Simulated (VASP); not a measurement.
# PbO (Pbcm) in VASP: notebook

Aim: see how the results for PbO move with the level of theory and the settings. Levels: PBEsol, LDA. Tasks: single point.

Everything below comes from runs of VASP 6.6.1. Logs are shortened: lines on timing, memory, paths and dates and some standing lists are left out, and cuts for length are marked.

## (1) The cell of the first run

Symmetry: Pbcm, No. 57, orthorhombic system. Conventional cell: a = 5.756 Å, b = 5.364 Å, c = 4.646 Å, α = 90.00°, β = 90.00°, γ = 90.00°. Within 2.8 Å of Pb (site symmetry m) lie 4 O at 2.12 to 2.45 Å. Within 2.8 Å of O (site symmetry m) lie 4 Pb at 2.12 to 2.45 Å.

## (2) Single point, PBEsol

INCAR

```
SYSTEM = PbO
PREC = Accurate
ENCUT = 520
EDIFF = 1E-7
ISMEAR = -1
SIGMA = 0.05
LREAL = .False.
LASPH = .True.
NELM = 60
ALGO = Normal
ISIF = 2
LWAVE = .False.
LCHARG = .False.
GGA = PS
NBANDS = 50
```

KPOINTS

```
Automatic mesh
0
Gamma
  5 5 6
  0 0 0
```

POSCAR

```
PbO
1.0
    5.7560479748      0.0000000000      0.0000000000
    0.0000000000      5.3642135313      0.0000000000
    0.0000000000      0.0000000000      4.6461769136
Pb O
4 4
Direct
    0.7690000000      0.5140000000      0.2500000000
    0.2310000000      0.4860000000      0.7500000000
    0.7690000000      0.9860000000      0.7500000000
    0.2310000000      0.0140000000      0.2500000000
    0.1320000000      0.5820000000      0.2500000000
    0.8680000000      0.4180000000      0.7500000000
    0.1320000000      0.9180000000      0.7500000000
    0.8680000000      0.0820000000      0.2500000000
```

Potentials or basis: VASP PAW PBE potentials, release 64 (Pb_d, O).

Started as:

```console
cat potpaw_PBE.64/Pb_d/POTCAR potpaw_PBE.64/O/POTCAR > POTCAR
mpirun -np 1 vasp_std > vasp.out
```

OUTCAR:

```text
SYSTEM = PbO
   PREC = Accurate
   ENCUT = 520
   EDIFF = 1E-7
   ISMEAR = -1
   LREAL = .False.
   LASPH = .True.
   NELM = 60
   ISIF = 2
   GGA = PS

 ion  position               nearest neighbor table
   1  0.769  0.514  0.250-   5 2.12   8 2.39   6 2.45   6 2.45   3 3.44   3 3.44   2 3.53   2 3.53
                             3 3.66   3 3.66   4 3.78   4 3.78   2 3.87   2 3.87   4 4.10   4 4.10
   2  0.231  0.486  0.750-   6 2.12   7 2.39   5 2.45   5 2.45   4 3.44   4 3.44   1 3.53   1 3.53
                             4 3.66   4 3.66   3 3.78   3 3.78   1 3.87   1 3.87   3 4.10   3 4.10
   3  0.769  0.986  0.750-   7 2.12   6 2.39   8 2.45   8 2.45   1 3.44   1 3.44   4 3.53   4 3.53
                             1 3.66   1 3.66   2 3.78   2 3.78   4 3.87   4 3.87   2 4.10   2 4.10
   4  0.231  0.014  0.250-   8 2.12   5 2.39   7 2.45   7 2.45   2 3.44   2 3.44   3 3.53   3 3.53
                             2 3.66   2 3.66   1 3.78   1 3.78   3 3.87   3 3.87   1 4.10   1 4.10
   5  0.132  0.582  0.250-   1 2.12   4 2.39   2 2.45   2 2.45
   6  0.868  0.418  0.750-   2 2.12   3 2.39   1 2.45   1 2.45
   7  0.132  0.918  0.750-   3 2.12   2 2.39   4 2.45   4 2.45
   8  0.868  0.082  0.250-   4 2.12   1 2.39   3 2.45   3 2.45

  LATTYP: Found a simple orthorhombic cell.
 ALAT       =     4.6461769136
 B/A-ratio  =     1.1545435378
 C/A-ratio  =     1.2388783470

  Lattice vectors:

 A1 = (   0.0000000000,   0.0000000000,  -4.6461769136)
 A2 = (   0.0000000000,   5.3642135313,   0.0000000000)
 A3 = (   5.7560479748,   0.0000000000,   0.0000000000)

Analysis of symmetry for initial positions (statically):
=====================================================================
 Subroutine PRICEL returns:
 Original cell was already a primitive cell.

 Routine SETGRP: Setting up the symmetry group for a
 simple orthorhombic supercell.

 Subroutine GETGRP returns: Found  8 space group operations
 (whereof  2 operations were pure point group operations)
 out of a pool of  8 trial point group operations.

The static configuration has the point symmetry S_2 .
 The point group associated with its full space group is D_2h.

Analysis of symmetry for dynamics (positions and initial velocities):
=====================================================================
 Subroutine PRICEL returns:
 Original cell was already a primitive cell.

 Routine SETGRP: Setting up the symmetry group for a
 simple orthorhombic supercell.

 Subroutine GETGRP returns: Found  8 space group operations
 (whereof  2 operations were pure point group operations)
 out of a pool of  8 trial point group operations.
[... 121 lines left out ...]
   ISYM   =      2    0-nonsym 1-usesym 2-fastsym
   POTIM  = 0.5000    time-step for ionic-motion
   TEBEG  =    0.0;   TEEND  =   0.0 temperature during run
   PSTRESS=    0.0 pullay stress
   NELECT =      80.0000    total number of electrons
   NUPDOWN=      -1.0000    fix difference up-down
   EMIN   =  10.00;   EMAX   =-10.00  energy-range for DOS
   EFERMI =   0.00;   METHOD = LEGACY
   ISMEAR =    -1;   SIGMA  =   0.05  broadening in eV -4-tet -1-fermi 0-gaus
   EFERMI_NEDOS =   21; number of points for ismear=-14 and -15
   IALGO  =     38    algorithm
   IMIX   =      4    mixing-type and parameters
     AMIX     =   0.40;   BMIX     =  1.00
     AMIX_MAG =   1.60;   BMIX_MAG =  1.00
  volume/ion in A,a.u.               =      17.93       121.01
  Fermi-wavevector in a.u.,A,eV,Ry     =   1.347502  2.546410 24.704938  1.815762
  Thomas-Fermi vector in A             =   2.475247
   LORBIT       =      0    0 simple, 1 ext, 2 COOP (PROOUT), +10 PAW based schemes
   GGA     = PS    functional components
   LHFCALC =     F    Hartree Fock is set to
   AEXX    =    0.0000 exact exchange contribution
   IVDW    =     0    specifies the selected vdW correction
   LEPSILON=     F    determine dielectric tensor
   LRPA    =     F    only Hartree local field effects (RPA)
 non-spin polarized calculation
  energy-cutoff  :      520.00
  volume of cell :      143.46
 maximum number of plane-waves:      3886
 NGX is ok and might be reduce to    48
   NGX = 21   NGY = 19   NGZ = 17

 number of electron      80.0000027 magnetization

 Free energy of the ion-electron system (eV)
  ---------------------------------------------------
  ext. energy  EPLUGINS =         0.00000000
  ---------------------------------------------------
  free energy    TOTEN  =       -45.19647776 eV

  energy without entropy =      -45.19647775  energy(sigma->0) =      -45.19647775

 E-fermi :   6.3270     XC(G=0): -10.7086

 val. band max:        5.3342148896   @ k =   0.0000   0.2000   0.0000
 cond. band min:       7.2661897796   @ k =   0.4000   0.4000   0.3333
 fundamental gap:      1.9319748901
 Fermi energy:         6.3270122633

 k-point     1 :       0.0000    0.0000    0.0000
  band No.  band energies     occupation
      1     -12.6089      2.00000
      2     -12.2990      2.00000
      3     -12.2271      2.00000
      4     -12.1418      2.00000
      5     -10.1689      2.00000
      6     -10.0929      2.00000
[... 1261 lines left out ...]
     49      12.9782      0.00000
     50      13.3094      0.00000

 [... further k-points ...]

------------------------ aborting loop because EDIFF is reached ----------------------------------------

  FORCE on cell =-STRESS in cart. coord.  units (eV):
  Direction    XX          YY          ZZ          XY          YZ          ZX
  --------------------------------------------------------------------------------------
  -------------------------------------------------------------------------------------
  Total        9.3452915     -0.9164073      2.6431671      0.0000000      0.0000000      0.0000000
  in kB      104.3703720    -10.2346484     29.5194999      0.0000000      0.0000000      0.0000000
  external PRESSURE =      41.2184078 kB  Pullay stress =       0.0000000 kB

 VOLUME and BASIS-vectors are now :
 -----------------------------------------------------------------------------
  energy-cutoff  :      520.00
  volume of cell :      143.46
      direct lattice vectors                 reciprocal lattice vectors
     5.756047975  0.000000000  0.000000000     0.173730310  0.000000000  0.000000000
     0.000000000  5.364213531  0.000000000     0.000000000  0.186420618  0.000000000
     0.000000000  0.000000000  4.646176914     0.000000000  0.000000000  0.215230719

 POSITION                                       TOTAL-FORCE (eV/Angst)
 -----------------------------------------------------------------------------------
      4.42640      2.75721      1.16154        -0.965494     -0.798271     -0.000000
      1.32965      2.60701      3.48463         0.965494      0.798271      0.000000
      4.42640      5.28911      3.48463        -0.965494      0.798271     -0.000000
      1.32965      0.07510      1.16154         0.965494     -0.798271     -0.000000
      0.75980      3.12197      1.16154         1.030936      0.376878      0.000000
      4.99625      2.24224      3.48463        -1.030936     -0.376878      0.000000
      0.75980      4.92435      3.48463         1.030936     -0.376878      0.000000
      4.99625      0.43987      1.16154        -1.030936      0.376878      0.000000
 -----------------------------------------------------------------------------------
    total drift:                                0.000000     -0.000000     -0.000000

  FREE ENERGIE OF THE ION-ELECTRON SYSTEM (eV)
  ---------------------------------------------------
  free  energy   TOTEN  =       -45.1964777551 eV

  energy  without entropy=      -45.1964777536  energy(sigma->0) =      -45.19647775
```

stdout:

```text
POSCAR found type information on POSCAR PbO
 POSCAR found :  2 types and       8 ions
 scaLAPACK will be used
 -----------------------------------------------------------------------------
|                                                                             |
|                                                                             |
|     You enforced a specific xc type in the INCAR file but a different       |
|     I HOPE YOU KNOW WHAT YOU ARE DOING!                                     |
|                                                                             |
 -----------------------------------------------------------------------------

 LDA part: xc-table for (Slater+PW92), standard interpolation
 POSCAR, INCAR and KPOINTS ok, starting setup
 FFT: planning ... GRIDC
 FFT: planning ... GRID_SOFT
 FFT: planning ... GRID
 WAVECAR not read
 entering main loop
```

Run time: 3.2 min. Hardware: 1 thread of Intel Xeon Platinum 8488C (Sapphire Rapids), shared host; peak memory 0.35 GiB.

What came out:

* Free energy: -45.1965 eV
* Pressure: 4.1 GPa
* Largest force: 1.253 eV/Å
* Band gap on the k mesh: 1.93 eV (least direct gap 2.14 eV)

Forces on the atoms (eV/Å):
```
Pb  -0.965 -0.798  0.000
Pb   0.965  0.798  0.000
Pb  -0.965  0.798  0.000
Pb   0.965 -0.798  0.000
O    1.031  0.377  0.000
O   -1.031 -0.377  0.000
O    1.031 -0.377  0.000
O   -1.031  0.377  0.000
```

Caveat: the cell stands under pressure; the PAW data sets were made with another functional, which shifts forces and pressure a little; spin-orbit coupling is left out, which moves the levels of the heavy elements; an odd mesh through Γ misses points on the zone boundary, where band edges can lie.

## (3) Single point, PBEsol

This run uses another cell than the first one, of 18.31 Å³/atom.

INCAR

```
PREC = Accurate
ENCUT = 520
EDIFF = 1E-6
ISMEAR = -1
SIGMA = 0.05
LREAL = False
LASPH = True
NELM = 80
ALGO = Normal
ISIF = 2
LWAVE = False
LCHARG = False
GGA = PS
NBANDS = 50
```

KPOINTS

```
Automatic mesh
0
Gamma
  5 5 6
```

POSCAR, as its differences from that of step 2:

```diff
@@ -2,5 +2,5 @@
 1.0
-    5.7560479748      0.0000000000      0.0000000000
-    0.0000000000      5.3642135313      0.0000000000
-    0.0000000000      0.0000000000      4.6461769136
+    5.7965848595      0.0000000000      0.0000000000
+    0.0000000000      5.4019909276      0.0000000000
+    0.0000000000      0.0000000000      4.6788975474
 Pb O
```

Potentials or basis: VASP PAW PBE potentials, release 64 (Pb_d, O).

Started as:

```console
cat potpaw_PBE.64/Pb_d/POTCAR potpaw_PBE.64/O/POTCAR > POTCAR
mpirun -np 1 vasp_std > vasp.out
```

OUTCAR:

```text
PREC = Accurate
   ENCUT = 520
   EDIFF = 1E-6
   ISMEAR = -1
   LREAL = False
   LASPH = True
   NELM = 80
   ISIF = 2
   GGA = PS

 ion  position               nearest neighbor table
   1  0.769  0.514  0.250-   5 2.14   8 2.40   6 2.46   6 2.46   3 3.46   3 3.46   2 3.56   2 3.56
                             3 3.69   3 3.69   4 3.80   4 3.80   2 3.90   2 3.90   4 4.13   4 4.13
   2  0.231  0.486  0.750-   6 2.14   7 2.40   5 2.46   5 2.46   4 3.46   4 3.46   1 3.56   1 3.56
                             4 3.69   4 3.69   3 3.80   3 3.80   1 3.90   1 3.90   3 4.13   3 4.13
   3  0.769  0.986  0.750-   7 2.14   6 2.40   8 2.46   8 2.46   1 3.46   1 3.46   4 3.56   4 3.56
                             1 3.69   1 3.69   2 3.80   2 3.80   4 3.90   4 3.90   2 4.13   2 4.13
[... 1496 lines left out ...]

 VOLUME and BASIS-vectors are now :
 -----------------------------------------------------------------------------
  energy-cutoff  :      520.00
  volume of cell :      146.51
      direct lattice vectors                 reciprocal lattice vectors
     5.796584860  0.000000000  0.000000000     0.172515373  0.000000000  0.000000000
     0.000000000  5.401990928  0.000000000     0.000000000  0.185116934  0.000000000
     0.000000000  0.000000000  4.678897547     0.000000000  0.000000000  0.213725560

 POSITION                                       TOTAL-FORCE (eV/Angst)
 -----------------------------------------------------------------------------------
      4.45757      2.77662      1.16972        -0.629511     -0.857426      0.000000
      1.33901      2.62537      3.50917         0.629511      0.857426     -0.000000
      4.45757      5.32636      3.50917        -0.629511      0.857426     -0.000000
      1.33901      0.07563      1.16972         0.629511     -0.857426      0.000000
      0.76515      3.14396      1.16972         0.908759      0.363327     -0.000000
      5.03144      2.25803      3.50917        -0.908759     -0.363327      0.000000
      0.76515      4.95903      3.50917         0.908759     -0.363327     -0.000000
      5.03144      0.44296      1.16972        -0.908759      0.363327      0.000000
 -----------------------------------------------------------------------------------
    total drift:                               -0.000000      0.000000     -0.000000

  FREE ENERGIE OF THE ION-ELECTRON SYSTEM (eV)
  ---------------------------------------------------
  free  energy   TOTEN  =       -45.2572828226 eV

  energy  without entropy=      -45.2572828210  energy(sigma->0) =      -45.25728282
```

stdout:

```text
POSCAR found type information on POSCAR PbO
 POSCAR found :  2 types and       8 ions
 scaLAPACK will be used
 -----------------------------------------------------------------------------
|                                                                             |
|                                                                             |
|     You enforced a specific xc type in the INCAR file but a different       |
|     I HOPE YOU KNOW WHAT YOU ARE DOING!                                     |
|                                                                             |
 -----------------------------------------------------------------------------

 LDA part: xc-table for (Slater+PW92), standard interpolation
 POSCAR, INCAR and KPOINTS ok, starting setup
 FFT: planning ... GRIDC
 FFT: planning ... GRID_SOFT
 FFT: planning ... GRID
 WAVECAR not read
 entering main loop
```

Run time: 3 min. Hardware: 1 thread of Intel Xeon Platinum 8488C (Sapphire Rapids), shared host; peak memory 0.36 GiB.

Results:

* Free energy: -45.2573 eV
* Pressure: 1.9 GPa
* Largest force: 1.064 eV/Å
* Band gap on the k mesh: 1.92 eV (least direct gap 2.12 eV)

Forces in eV/Å, atoms in the order of the input:
```
Pb  -0.630 -0.857  0.000
Pb   0.630  0.857  0.000
Pb  -0.630  0.857  0.000
Pb   0.630 -0.857  0.000
O    0.909  0.363  0.000
O   -0.909 -0.363  0.000
O    0.909 -0.363  0.000
O   -0.909  0.363  0.000
```

Stress tensor (GPa, compression positive):
```
 7.57  0.00  0.00
 0.00 -2.64  0.00
 0.00  0.00  0.87
```

Caveat: the PAW data sets were made with another functional, which shifts forces and pressure a little; spin-orbit coupling is left out, which moves the levels of the heavy elements; an odd mesh through Γ misses points on the zone boundary, where band edges can lie.

## (4) Single point, PBEsol

This run uses another cell than the first one, of 18.70 Å³/atom.

INCAR

```
PREC = Accurate
ENCUT = 520
EDIFF = 1E-6
ISMEAR = -1
SIGMA = 0.05
LREAL = F
LASPH = T
NELM = 80
ALGO = Normal
ISIF = 2
LWAVE = F
LCHARG = T
GGA = PS
LELF = T
LVHAR = T
NBANDS = 50
```

KPOINTS is that of step 3.

POSCAR, as its differences from that of step 3:

```diff
@@ -2,5 +2,5 @@
 1.0
-    5.7965848595      0.0000000000      0.0000000000
-    0.0000000000      5.4019909276      0.0000000000
-    0.0000000000      0.0000000000      4.6788975474
+    5.8365625701      0.0000000000      0.0000000000
+    0.0000000000      5.4392472148      0.0000000000
+    0.0000000000      0.0000000000      4.7111668261
 Pb O
```

Started as:

```console
cat potpaw_PBE.64/Pb_d/POTCAR potpaw_PBE.64/O/POTCAR > POTCAR
mpirun -np 1 vasp_std > vasp.out
```

Run time: 3.2 min. Hardware: 1 thread of Intel Xeon Platinum 8488C (Sapphire Rapids), shared host; peak memory 0.37 GiB.

It converged, with:

```
Free energy            : -45.2786 eV
Pressure               : 0.0 GPa
Largest force          : 0.966 eV/Å
Band gap on the k mesh : 1.91 eV (least direct gap 2.10 eV)
```

Forces on the atoms (eV/Å):
```
Pb  -0.319 -0.911  0.000
Pb   0.319  0.911  0.000
Pb  -0.319  0.911  0.000
Pb   0.319 -0.911  0.000
O    0.796  0.351  0.000
O   -0.796 -0.351  0.000
O    0.796 -0.351  0.000
O   -0.796  0.351  0.000
```

Stress tensor (GPa, compression positive):
```
 4.99  0.00  0.00
 0.00 -4.06  0.00
 0.00  0.00 -0.98
```

Levels at points of the mesh, in eV from the valence-band top:
```csv
k point,band 38,band 39,band 40,band 41,band 42,band 43
"(0.00, 0.00, 0.00)",-1.09,-0.38,0.00,3.57,4.10,4.40
"(0.00, 0.00, 0.50)",-0.74,-0.16,-0.16,4.19,4.19,4.78
```

Caveat: the PAW data sets were made with another functional, which shifts forces and pressure a little; spin-orbit coupling is left out, which moves the levels of the heavy elements; an odd mesh through Γ misses points on the zone boundary, where band edges can lie.

## (5) Single point, LDA

This run uses another cell than the first one, of 18.27 Å³/atom.

INCAR

```
  PREC = Accurate
  ENCUT = 520
  EDIFF = 1E-7
  ISMEAR = -1
  SIGMA = 0.05
  LREAL = F
  LASPH = T
  NELM = 60
  ALGO = Normal
  ISIF = 2
  LWAVE = F
  LCHARG = F
  NBANDS = 50
```

KPOINTS is that of step 4.

POSCAR

```
PbO
1.0
    5.7997580214      0.0000000000      0.0000000000
    0.0000000000      5.4212319384      0.0000000000
    0.0000000000      0.0000000000      4.6483139606
Pb O
4 4
Direct
    0.7657982807      0.4921475092      0.2500000000
    0.2342017193      0.5078524908      0.7500000000
    0.7657982807      1.0078524908      0.7500000000
    0.2342017193     -0.0078524908      0.2500000000
    0.1372774016      0.5911446989      0.2500000000
    0.8627225984      0.4088553011      0.7500000000
    0.1372774016      0.9088553011      0.7500000000
    0.8627225984      0.0911446989      0.2500000000
```

Potentials or basis: VASP PAW LDA potentials, release 64 (Pb_d, O).

Started as:

```console
cat potpaw_LDA.64/Pb_d/POTCAR potpaw_LDA.64/O/POTCAR > POTCAR
mpirun -np 1 vasp_std > vasp.out
```

Wall time 2.9 min (1 thread of Intel Xeon 6975P-C (Granite Rapids), shared host); peak memory 0.33 GiB.

The run converged. Its results:

| Quantity | Value |
| --- | --- |
| Free energy | -48.6673 eV |
| Pressure | 0.3 GPa |
| Largest force | 0.091 eV/Å |
| Band gap on the k mesh | 2.09 eV (least direct gap 2.30 eV) |

Forces on the atoms (eV/Å):
```
Pb  -0.082  0.040  0.000
Pb   0.082 -0.040  0.000
Pb  -0.082 -0.040  0.000
Pb   0.082  0.040  0.000
O    0.007 -0.012  0.000
O   -0.007  0.012  0.000
O    0.007  0.012  0.000
O   -0.007 -0.012  0.000
```

Stress tensor (GPa, compression positive):
```
0.39 0.00 0.00
0.00 0.31 0.00
0.00 0.00 0.20
```

Levels at points of the mesh, in eV from the valence-band top:
| k point | band 38 | band 39 | band 40 | band 41 | band 42 | band 43 |
| --- | --- | --- | --- | --- | --- | --- |
| (0.00, 0.00, 0.00) | -1.24 | -0.37 | -0.05 | 3.36 | 3.96 | 4.56 |
| (0.00, 0.00, 0.50) | -0.80 | -0.24 | -0.24 | 4.08 | 4.08 | 5.05 |

Caveat: spin-orbit coupling is left out, which moves the levels of the heavy elements; an odd mesh through Γ misses points on the zone boundary, where band edges can lie.

## (6) Summary

| level | potentials or basis | cell | gap on the mesh (eV) | pressure (GPa) | largest force (eV/Å) |
| --- | --- | --- | --- | --- | --- |
| PBEsol | VASP PAW PBE potentials, release 64 (Pb_d, O) | a = 5.756, b = 5.364, c = 4.646 Å, 8 atoms, atomic positions A | 1.93 | 4.1 | 1.25 |
| PBEsol | VASP PAW PBE potentials, release 64 (Pb_d, O) | a = 5.797, b = 5.402, c = 4.679 Å, 8 atoms, atomic positions A | 1.92 | 1.9 | 1.06 |
| PBEsol | VASP PAW PBE potentials, release 64 (Pb_d, O) | a = 5.837, b = 5.439, c = 4.711 Å, 8 atoms, atomic positions A | 1.91 | 0.0 | 0.97 |
| LDA | VASP PAW LDA potentials, release 64 (Pb_d, O) | a = 5.800, b = 5.421, c = 4.648 Å, 8 atoms, atomic positions B | 2.09 | 0.3 | 0.09 |

Alike in all rows: task single point; no spin polarisation; k mesh 5 × 5 × 6; cutoff (eV) 520; smearing fermi-dirac 0.05 eV.

Caveats: spin-orbit coupling is left out, which moves the levels of the heavy elements; an odd mesh through Γ misses points on the zone boundary, where band edges can lie; the PAW data sets were made with another functional, which shifts forces and pressure a little (at least some runs); the cell stands under pressure (at least some runs).

Absolute energies hang on the potentials; compare differences alone.
